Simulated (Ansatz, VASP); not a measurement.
## Bi: VASP beside Ansatz

INCAR

```
SYSTEM = Bi
ALGO = Normal
EDIFF = 1E-7
EDIFFG = -0.005
ENCUT = 500
GGA = PS
GGA_COMPAT = .False.
IBRION = 2
ISIF = 3
ISMEAR = -1
LASPH = .True.
LCHARG = .False.
LREAL = .False.
LWAVE = .False.
NELM = 120
NELMIN = 4
NSW = 60
PREC = Accurate
SIGMA = 0.08
```

Contents of KPOINTS:

```
k-points
0
Gamma
  14 14 14
  0 0 0
```

File POSCAR:

```
Bi
1.0
    0.0000000000      2.5198420998      2.5198420998
    2.5198420998      0.0000000000      2.5198420998
    2.5198420998      2.5198420998      0.0000000000
Bi
1
Direct
    0.0000000000      0.0000000000      0.0000000000
```

Input for Ansatz:

```yaml
crystal:
  lattice:
    - [0.0, 2.5198420998, 2.5198420998]
    - [2.5198420998, 0.0, 2.5198420998]
    - [2.5198420998, 2.5198420998, 0.0]
  atoms:
    - { symbol: Bi, position: [0.0, 0.0, 0.0] }
kpoints:
  mp_grid: { grid: [14, 14, 14] }
scf:
  occupations: { method: fermi_dirac, width: 0.08 }
hamiltonian:
  xc: pbesol
  pseudopotentials: { kind: paw }
output:
  forces: true
  stress: true
relax:
  f_tol: 0.005
  max_steps: 40
  cell: {}
```

Alike in both runs: task relaxation of cell and atoms; functional PBEsol; k mesh 14 × 14 × 14; occupations fermi-dirac, width 0.08 eV; no spin polarisation.

|  | VASP | Ansatz |
| --- | --- | --- |
| version | VASP 6.6.1 | Ansatz 0.2.0 |
| potentials or method | VASP PAW PBE potentials, release 64 (Bi_d) | PAW with Ansatz's default frozen-core files, scalar-relativistic |
| plane-wave cutoff (eV) | 500 | 420 |
| valence electrons in the cell | 15 | 15 |

|  | VASP | Ansatz | Ansatz less VASP |
| --- | --- | --- | --- |
| relaxed volume (Å³/atom) | 30.22 | 30.25 | +0.032 |
| relaxed cell length with the largest relative difference (Å) | 3.496 | 3.497 | +0.0012 |

VASP's potentials were made for PBE, not for PBEsol.

Neither program's run includes spin-orbit coupling.
